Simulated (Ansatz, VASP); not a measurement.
**ZnAg in VASP and in Ansatz**

INCAR

```
PREC = Accurate
ENCUT = 520
EDIFF = 1E-8
ISMEAR = -1
SIGMA = 0.03
LREAL = False
LASPH = True
NELM = 60
ALGO = Normal
ISIF = 2
LWAVE = False
LCHARG = False
LEFG = True
NBANDS = 18
```

KPOINTS

```
regular mesh
0
Gamma
  12 12 12
```

POSCAR

```
ZnAg
1.0
    3.1348181537      0.0000000000      0.0000000000
    0.0000000000      3.1348181537      0.0000000000
    0.0000000000      0.0000000000      3.1348181537
Zn Ag
1 1
Direct
    0.5000000000      0.5000000000      0.5000000000
    0.0000000000      0.0000000000      0.0000000000
```

Input for Ansatz:

```yaml
crystal:
  lattice:
    - [3.1348181537, 0.0, 0.0]
    - [0.0, 3.1348181537, 0.0]
    - [0.0, 0.0, 3.1348181537]
  atoms:
    - { symbol: Zn, position: [0.5, 0.5, 0.5] }
    - { symbol: Ag, position: [0.0, 0.0, 0.0] }
kpoints:
  mp_grid: { grid: [12, 12, 12] }
scf:
  occupations: { method: fermi_dirac, width: 0.03 }
hamiltonian:
  xc: lda
  pseudopotentials: { kind: all_electron, datasets: crystal }
output:
  forces: true
  stress: true
  eigenvalues: true
  efg: { contact_densities: true }
```

Change from the starting cell: volume scaled by 0.98, crystal datasets.

Alike in both runs: task electric field gradients; functional LDA; k mesh 12 × 12 × 12; occupations fermi-dirac, width 0.03 eV; no spin polarisation.

|  | VASP | Ansatz |
| --- | --- | --- |
| version | VASP 6.6.1 | Ansatz 0.2.0 |
| potentials or method | VASP PAW LDA potentials, release 64 (Zn, Ag), cutoff 520 eV | all-electron PAW with datasets made for the crystal, scalar-relativistic |

|  | VASP | Ansatz | Ansatz less VASP |
| --- | --- | --- | --- |
| pressure (GPa) | -5.8 | -6.2 | -0.43 |

LDA's correlation is that of Perdew and Zunger in VASP and of Perdew and Wang (1992) in Ansatz. Ansatz ran all-electron here, and VASP with PAW potentials.
